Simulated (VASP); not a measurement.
A run of VASP 6.6.1 is set up as follows.

File INCAR:

```
PREC     = Accurate       # precision mode
ENCUT    = 520            # plane-wave cutoff, eV
EDIFF    = 1E-7           # SCF threshold, eV
ISMEAR   = 0              # smearing method
SIGMA    = 0.05           # smearing width, eV
LREAL    = False          # projectors in reciprocal space
LASPH    = True           # aspherical terms in the spheres
NELM     = 100            # most SCF steps
ALGO     = Normal         # electronic algorithm
ISIF     = 2              # what is computed and relaxed
LWAVE    = False          # write WAVECAR
LCHARG   = False          # write CHGCAR
GGA      = PS             # functional
NBANDS   = 35             # bands
```

File KPOINTS:

```
regular mesh
0
Gamma
  10 10 10
```

The input POSCAR:

```
SnO2
1.0
   -1.9502412741      1.9502412741      4.9841708768
    1.9502412741     -1.9502412741      4.9841708768
    1.9502412741      1.9502412741     -4.9841708768
Sn O
2 4
Direct
    0.7500000000      0.2500000000      0.5000000000
    0.0000000000      0.0000000000      0.0000000000
    0.7938348972      0.7938348972      0.0000000000
    0.9561651028      0.4561651028      0.5000000000
    0.2061651028      0.2061651028      0.0000000000
    0.5438348972      0.0438348972      0.5000000000
```

Potentials or basis: VASP PAW PBE potentials, release 64 (Sn_d, O).

Command:

```console
$ cat potpaw_PBE.64/Sn_d/POTCAR potpaw_PBE.64/O/POTCAR > POTCAR
$ mpirun -np 1 vasp_std > vasp.out
```

(1) What does it give for the band gap on the k mesh?

(2) Estimate the largest force.

(3) What does it give for the pressure?

## Answers

(1) 2.29 eV, indirect (least direct gap 2.81 eV).

(2) 0.042 eV/Å.

(3) 16.6 GPa.

Caveat: the PAW data sets were made with another functional, which shifts forces and pressure a little; spin-orbit coupling is left out, which moves the levels of the heavy elements.
